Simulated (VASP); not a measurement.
Here is a VASP 6.6.1 calculation.

POSCAR

```
BAs
1.0
    0.0000000000      2.3885000000      2.3885000000
    2.3885000000      0.0000000000      2.3885000000
    2.3885000000      2.3885000000      0.0000000000
As B
1 1
Direct
    0.7500000000      0.7500000000      0.7500000000
    0.0000000000      0.0000000000      0.0000000000
```

INCAR.step1

```
SYSTEM = BAs
PREC     = Accurate       ! precision mode
ENCUT    = 520            ! plane-wave cutoff, eV
EDIFF    = 1E-5           ! SCF threshold, eV
ISMEAR   = -1             ! smearing method
SIGMA    = 0.05           ! smearing width, eV
LREAL    = .FALSE.        ! projectors in reciprocal space
LASPH    = .TRUE.         ! aspherical terms in the spheres
NELM     = 100            ! most SCF steps
ALGO     = Normal         ! electronic algorithm
ISIF     = 2              ! what is computed and relaxed
LWAVE    = .TRUE.         ! write WAVECAR
LCHARG   = .FALSE.        ! write CHGCAR
NBANDS   = 11             ! bands
GGA      = PE             ! functional
```

The input INCAR.step2:

```
SYSTEM = BAs
PREC     = Accurate       ! precision mode
ENCUT    = 520            ! plane-wave cutoff, eV
EDIFF    = 1E-7           ! SCF threshold, eV
ISMEAR   = -1             ! smearing method
SIGMA    = 0.05           ! smearing width, eV
LREAL    = .FALSE.        ! projectors in reciprocal space
LASPH    = .TRUE.         ! aspherical terms in the spheres
NELM     = 100            ! most SCF steps
ALGO     = Normal         ! electronic algorithm
ISIF     = 2              ! what is computed and relaxed
LWAVE    = .FALSE.        ! write WAVECAR
LCHARG   = .FALSE.        ! write CHGCAR
METAGGA  = R2SCAN         ! meta-GGA
LHFCALC  = .TRUE.         ! exact exchange
AEXX     = 0.25           ! exact-exchange fraction
LMIXTAU  = .TRUE.       
PRECFOCK = Normal       
NBANDS   = 11             ! bands
ISTART   = 1
```

File KPOINTS:

```
Automatic mesh
0
G
  6 6 6
  0 0 0
```

Potentials or basis: VASP PAW PBE potentials, release 64 (As, B).

Run with:

```console
$ cat potpaw_PBE.64/As/POTCAR potpaw_PBE.64/B/POTCAR > POTCAR
$ cp INCAR.step1 INCAR
$ mpirun -np 1 vasp_std > vasp.out
$ cp INCAR.step2 INCAR
$ mpirun -np 1 vasp_std > vasp.out
```

Question: Estimate the pressure.

Answer: -2.0 GPa.

Question: Predict the band gap on the k mesh.

Answer: 2.74 eV (least direct gap 4.87 eV).

Caveat: the PAW data sets were made with another functional, which shifts forces and pressure a little. A k mesh can miss the band edges.
